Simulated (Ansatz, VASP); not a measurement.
# HgTe in VASP and in Ansatz

Contents of INCAR:

```
PREC = Accurate
ENCUT = 500
EDIFF = 1E-6
ISMEAR = -1
SIGMA = 0.02
LREAL = F
LASPH = T
NELM = 120
ALGO = Normal
ISIF = 2
LWAVE = F
LCHARG = F
GGA = PE
NBANDS = 26
GGA_COMPAT = F
```

File KPOINTS:

```
Automatic mesh
0
Gamma
  6 6 2
```

The input POSCAR:

```
HgTe
1.0
    4.2336391969      0.0000000000      0.0000000000
   -2.1168195985      3.6664390950      0.0000000000
    0.0000000000      0.0000000000      7.3965767620
Hg Te
2 2
Direct
    0.0000000000      0.0000000000      0.0000000000
    0.0000000000      0.0000000000      0.5000000000
    0.3333333333      0.6666666667      0.2500000000
    0.6666666667      0.3333333333      0.7500000000
```

Input for Ansatz:

```yaml
crystal:
  lattice:
    - [4.2336391969, 0.0, 0.0]
    - [-2.1168195985, 3.666439095, 0.0]
    - [0.0, 0.0, 7.396576762]
  atoms:
    - { symbol: Hg, position: [0.0, 0.0, 0.0] }
    - { symbol: Hg, position: [0.0, 0.0, 0.5] }
    - { symbol: Te, position: [0.3333333333, 0.6666666667, 0.25] }
    - { symbol: Te, position: [0.6666666667, 0.3333333333, 0.75] }
kpoints:
  mp_grid: { grid: [6, 6, 2] }
hamiltonian:
  xc: pbe
scf:
  occupations: { method: fermi_dirac, width: 0.02 }
  n_extra_bands: 5
output:
  forces: true
  stress: true
  eigenvalues: true
```

Alike in both runs: task single point; functional PBE; k mesh 6 × 6 × 2; occupations fermi-dirac, width 0.02 eV; no spin polarisation.

|  | VASP | Ansatz |
| --- | --- | --- |
| version | VASP 6.6.1 | Ansatz 0.2.0 |
| potentials or method | VASP PAW PBE potentials, release 64 (Hg, Te) | plane waves, PAW |
| plane-wave cutoff (eV) | 500 | 420 |
| valence electrons in the cell | 36 | 72 |

```csv
,VASP,Ansatz,Ansatz less VASP
pressure (GPa),1.1,1.0,-0.12
"traceless stress, the component that is largest in VASP (GPa)",0.71,0.67,-0.039
```

With one functional, cell and mesh, what is left measures potentials, basis and numerics. VASP's potentials hold 36 valence electrons a cell and Ansatz's 72, so a difference there can come from the potentials and not from the codes.

The k mesh is coarse, so the values compare programs but aren't converged. Spin-orbit coupling is off throughout.
